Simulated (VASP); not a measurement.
Runs of VASP 6.6.1 on PbSe. The structure is that of space group Fm-3m (No. 225), or close to it. The cells are those of the table. 

```csv
level,cell,k mesh,gap on the mesh (eV),pressure (GPa)
PBE,"a = 4.396 Å, angles 60.0°, 2 atoms",6 × 6 × 6,0.44,0.0
r2SCAN,"a = 4.411 Å, angles 60.0°, 2 atoms",6 × 6 × 6,0.76,(b)
PBE,"a = 4.368 Å, angles 60.0°, 2 atoms",8 × 8 × 8,0.38,0.9
r2SCAN,"a = 4.279 Å, angles 60.0°, 2 atoms",6 × 6 × 6,0.45,3.6
PBE,"a = 4.440 Å, angles 60.0°, 2 atoms",6 × 6 × 6,0.52,-1.3
r2SCAN,"a = 4.368 Å, angles 60.0°, 2 atoms",6 × 6 × 6,0.67,0.0
PBE,"a = 4.483 Å, angles 60.0°, 2 atoms",6 × 6 × 6,0.59,-2.4
r2SCAN,"a = 4.454 Å, angles 60.0°, 2 atoms",6 × 6 × 6,0.84,-2.7
PBE,"a = 4.307 Å, angles 60.0°, 2 atoms",6 × 6 × 6,(d),3.3
r2SCAN,"a = 4.368 Å, angles 60.0°, 2 atoms",8 × 8 × 8,0.67,0.0
PBE,"a = 4.352 Å, angles 60.0°, 2 atoms",6 × 6 × 6,0.35,(a)
r2SCAN,"a = 4.324 Å, angles 60.0°, 2 atoms",6 × 6 × 6,0.57,(c)
```

Alike in all rows: task single point; potentials or basis VASP PAW PBE potentials, release 64 (Pb_d, Se); no spin polarisation; cutoff (eV) 520; smearing gaussian 0.01 eV.

Estimate the missing entries.

(a) 1.5; (b) -1.4; (c) 1.7; (d) 0.24.

Caveats: spin-orbit coupling is left out, which moves the levels of the heavy elements; the PAW data sets were made with another functional, which shifts forces and pressure a little (some runs).

A k mesh can miss the band edges, and the runs leave out spin-orbit coupling on Pb, Se.
